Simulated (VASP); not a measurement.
Wanted: the native input for a VASP 6.6.1 run.

| Property | Result |
| --- | --- |
| Task | single point |
| Functional | PBE |
| Potentials or basis | VASP PAW PBE potentials, release 64 (Yb, N) |
| Cutoff | 520 eV |
| k mesh | 8 × 8 × 8 |
| Occupations | gaussian, width 0.05 eV |
| Spin | collinear spin, ferromagnetic start |
| Starting moments | [1.0, 0.0] μB |
| Hubbard terms | Yb f U = 6.0 eV |
| Dipole correction | no |
| Further INCAR settings | ALGO = Normal; EDIFF = 1e-07; NBANDS = 26 |

The structure of YbN lies in POSCAR:

```
YbN
1.0
    0.0000000000      2.6353961328      2.6353961328
    2.6353961328      0.0000000000      2.6353961328
    2.6353961328      2.6353961328      0.0000000000
Yb N
1 1
Direct
    0.0000000000      0.0000000000      0.0000000000
    0.2500000000      0.2500000000      0.2500000000
```

The input as run:

INCAR

```
ALGO     = Normal         # electronic algorithm
EDIFF    = 1E-7           # SCF threshold, eV
ENCUT    = 520            # plane-wave cutoff, eV
GGA      = PE             # functional
ISIF     = 2              # what is computed and relaxed
ISMEAR   = 0              # smearing method
ISPIN    = 2              # spin polarisation
LASPH    = True           # aspherical terms in the spheres
LCHARG   = False          # write CHGCAR
LDAU     = True           # DFT+U
LDAUJ    = 0 0          
LDAUL    = 3 -1           # shell
LDAUPRINT= 1            
LDAUTYPE = 2            
LDAUU    = 6 0            # U, eV
LMAXMIX  = 6              # l up to which the mixer works
LORBIT   = 11             # projections on sites
LREAL    = False          # projectors in reciprocal space
LWAVE    = False          # write WAVECAR
MAGMOM   = 1 0            # initial moments
NBANDS   = 26             # bands
NELM     = 150            # most SCF steps
PREC     = Accurate       # precision mode
SIGMA    = 0.05           # smearing width, eV
```

KPOINTS

```
k-points
0
Gamma
  8 8 8
```

Potentials or basis: VASP PAW PBE potentials, release 64 (Yb, N).

Run with:

```console
$ cat potpaw_PBE.64/Yb/POTCAR potpaw_PBE.64/N/POTCAR > POTCAR
$ mpirun -np 1 vasp_std > vasp.out
```

Results of the run:

The pressure is -3.0 GPa. The band gap on the k mesh is zero (filled and empty bands overlap). The net moment is 1.00 μB per cell and the site moments are Yb +0.53; N +0.35 μB. The valence electrons inside the program's atomic spheres are Yb 22.30; N 3.63.

Caveat: the cell stands under tension; spin-orbit coupling is left out, which moves the levels of the heavy elements.

It took 53 s on 1 thread of AMD EPYC 9R45 96-Core Processor (Zen 5), with other jobs on the host, peak memory 0.18 GiB.
